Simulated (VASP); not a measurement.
Set up this calculation in VASP 6.6.1, as the native input.

```
Task                   : single point
Functional             : PBE
Potentials or basis    : VASP PAW PBE potentials, release 64 (Li_sv, Zn, O)
Cutoff                 : 520 eV
k mesh                 : 6 × 6 × 12
Occupations            : gaussian, width 0.01 eV
Spin                   : no spin polarisation
Dipole correction      : no
Further INCAR settings : ALGO = Normal; EDIFF = 1e-06; NBANDS = 41
```

The structure of Li2ZnO2 lies in POSCAR:

```
Li2ZnO2
1.0
    5.6135611017      0.0000000000      0.0000000000
    0.0000000000      5.6135611017      0.0000000000
    0.0000000000      0.0000000000      2.9241557691
Li Zn O
4 2 4
Direct
    0.6352197993      0.1352197993      0.5000000000
    0.3647802007      0.8647802007      0.5000000000
    0.1352197993      0.3647802007      0.5000000000
    0.8647802007      0.6352197993      0.5000000000
    0.5000000000      0.5000000000      0.0000000000
    0.0000000000      0.0000000000      0.0000000000
    0.1858977805      0.6858977805      0.0000000000
    0.8141022195      0.3141022195      0.0000000000
    0.6858977805      0.8141022195      0.0000000000
    0.3141022195      0.1858977805      0.0000000000
```

The cell was generated, and may not be a known phase.

One way to write it, as run:

INCAR

```
PREC = Accurate
ENCUT = 520
EDIFF = 1E-6
ISMEAR = 0
SIGMA = 0.01
LREAL = F
LASPH = T
NELM = 80
ALGO = Normal
ISIF = 2
LWAVE = F
LCHARG = F
GGA = PE
NBANDS = 41
```

KPOINTS

```
Automatic mesh
0
Gamma
  6 6 12
```

Potentials or basis: VASP PAW PBE potentials, release 64 (Li_sv, Zn, O).

The run is started by

```bash
$ cat potpaw_PBE.64/Li_sv/POTCAR potpaw_PBE.64/Zn/POTCAR potpaw_PBE.64/O/POTCAR > POTCAR
$ mpirun -np 1 vasp_std > vasp.out
```

It gave:

```yaml
Largest_force: 0.029 eV/Å
Band_gap_on_the_k_mesh: 0.05 eV
```

Caveat: semilocal functionals underestimate gaps, and a narrow one can read as zero.

It took 3.1 min on 1 thread of AMD EPYC 9R14 (Zen 4), with other jobs on the host, peak memory 0.31 GiB.
